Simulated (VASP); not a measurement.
A run of VASP 6.6.1:

File INCAR:

```
PREC = Accurate
ENCUT = 520
EDIFF = 1E-6
ISMEAR = 0
SIGMA = 0.03
LREAL = False
LASPH = True
NELM = 60
ALGO = Normal
ISIF = 2
LWAVE = False
LCHARG = False
GGA = PS
NBANDS = 26
```

Contents of KPOINTS:

```
Automatic mesh
0
Gamma
  12 12 6
```

File POSCAR:

```
SiGe
1.0
    4.2017906292      0.0000000000      0.0000000000
   -2.1008953146      3.6388574263      0.0000000000
    0.0000000000      0.0000000000      5.5527475639
Si Ge
2 2
Direct
    0.6666666667      0.3333333333      0.8745463420
    0.3333333333      0.6666666667      0.3745463420
    0.6666666667      0.3333333333      0.5004526580
    0.3333333333      0.6666666667      0.0004526580
```

Potentials or basis: VASP PAW PBE potentials, release 64 (Si, Ge_d).

Launch:

```bash
$ cat potpaw_PBE.64/Si/POTCAR potpaw_PBE.64/Ge_d/POTCAR > POTCAR
$ mpirun -np 1 vasp_std > vasp.out
```

Hardware: 1 thread of Intel(R) Xeon(R) Platinum 8259CL CPU @ 2.50GHz (Skylake/Cascade Lake), with other jobs on the host.

Problem. Estimate the wall time of this run.

Solution. Wall time 2.1 min on 1 thread of Intel(R) Xeon(R) Platinum 8259CL CPU @ 2.50GHz (Skylake/Cascade Lake) (shared host), peak memory 0.28 GiB. Counts: scf iterations 12, k points 76.
